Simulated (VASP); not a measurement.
Wanted: the native input for a VASP 6.6.1 run.

| Quantity | Value |
| --- | --- |
| Task | single point |
| Functional | PBEsol |
| Potentials or basis | VASP PAW PBE potentials, release 64 (Ta_pv, N) |
| Cutoff | 520 eV |
| k mesh | 18 × 18 × 8 |
| Occupations | gaussian, width 0.15 eV |
| Spin | no spin polarisation |
| Dipole correction | no |
| Further INCAR settings | ALGO = Normal; EDIFF = 1e-06; NBANDS = 27 |

The structure of Ta3N lies in POSCAR:

```
Ta3N
1.0
    3.1205247677      0.0000000000      0.0000000000
   -1.5602623839      2.7024537220      0.0000000000
    0.0000000000      0.0000000000      8.0459191266
Ta N
3 1
Direct
    0.0000000000      0.0000000000      0.5000000000
    0.3333333333      0.6666666667      0.1725859884
    0.6666666667      0.3333333333      0.8274140116
    0.0000000000      0.0000000000      0.0000000000
```

This cell differs from its parent crystal: strain +0.040 along x and y, +0.080 along z.

The input as run:

INCAR

```
SYSTEM = Ta3N
  PREC = Accurate
  ENCUT = 520
  EDIFF = 1E-6
  ISMEAR = 0
  SIGMA = 0.15
  LREAL = .FALSE.
  LASPH = .TRUE.
  NELM = 60
  ALGO = Normal
  ISIF = 2
  LWAVE = .FALSE.
  LCHARG = .FALSE.
  GGA = PS
  NBANDS = 27
```

KPOINTS

```
regular mesh
0
G
  18 18 8
  0 0 0
```

Potentials or basis: VASP PAW PBE potentials, release 64 (Ta_pv, N).

Run with:

```bash
$ cat potpaw_PBE.64/Ta_pv/POTCAR potpaw_PBE.64/N/POTCAR > POTCAR
$ mpirun -np 1 vasp_std > vasp.out
```

Results of the run:

```yaml
Pressure: -29.6 GPa
Largest_force: 0.663 eV/Å
Band_gap_on_the_k_mesh: zero (bands 19 and 20 overlap by 0.51 eV)
```

Caveat: the cell differs from its parent crystal (strain +0.040 along x and y, +0.080 along z); the cell stands under tension; the PAW data sets were made with another functional, which shifts forces and pressure a little; spin-orbit coupling is left out, which moves the levels of the heavy elements.

It took 7.3 min on 1 thread of Intel Xeon 8259CL (shared host), peak memory 0.48 GiB.
